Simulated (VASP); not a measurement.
Here is a VASP 6.6.1 calculation.

The input INCAR:

```
SYSTEM = NaScTe2
PREC     = Accurate       ! precision mode
ENCUT    = 520            ! plane-wave cutoff, eV
EDIFF    = 1E-6           ! SCF threshold, eV
ISMEAR   = -1             ! smearing method
SIGMA    = 0.02           ! smearing width, eV
LREAL    = .False.        ! projectors in reciprocal space
LASPH    = .True.         ! aspherical terms in the spheres
NELM     = 100            ! most SCF steps
ALGO     = Normal         ! electronic algorithm
ISIF     = 2              ! what is computed and relaxed
LWAVE    = .False.        ! write WAVECAR
LCHARG   = .False.        ! write CHGCAR
GGA      = PE             ! functional
NBANDS   = 23             ! bands
```

KPOINTS

```
regular mesh
0
Gamma
  6 6 4
  0 0 0
```

POSCAR

```
NaScTe2
1.0
    4.2759253804      0.0000000000      0.0000000000
    0.0000000000      4.2759253804      0.0000000000
    0.0000000000      0.0000000000      5.8674335323
Na Te Sc
1 2 1
Direct
    0.0000000000      0.0000000000      0.0000000000
    0.0000000000      0.0000000000      0.5000000000
    0.5000000000      0.5000000000      0.0000000000
    0.5000000000      0.5000000000      0.5000000000
```

Potentials or basis: VASP PAW PBE potentials, release 64 (Na_pv, Te, Sc_sv).

Command:

```sh
$ cat potpaw_PBE.64/Na_pv/POTCAR potpaw_PBE.64/Te/POTCAR potpaw_PBE.64/Sc_sv/POTCAR > POTCAR
$ mpirun -np 1 vasp_std > vasp.out
```

(1) Estimate the pressure.

(2) What does it give for the band gap on the k mesh?

Answers

(1) 1.5 GPa.

(2) zero (band 15 reaches 4.86 eV, above the bottom of band 16 at 4.51 eV).

Caveat: spin-orbit coupling is left out, which moves the levels of the heavy elements.
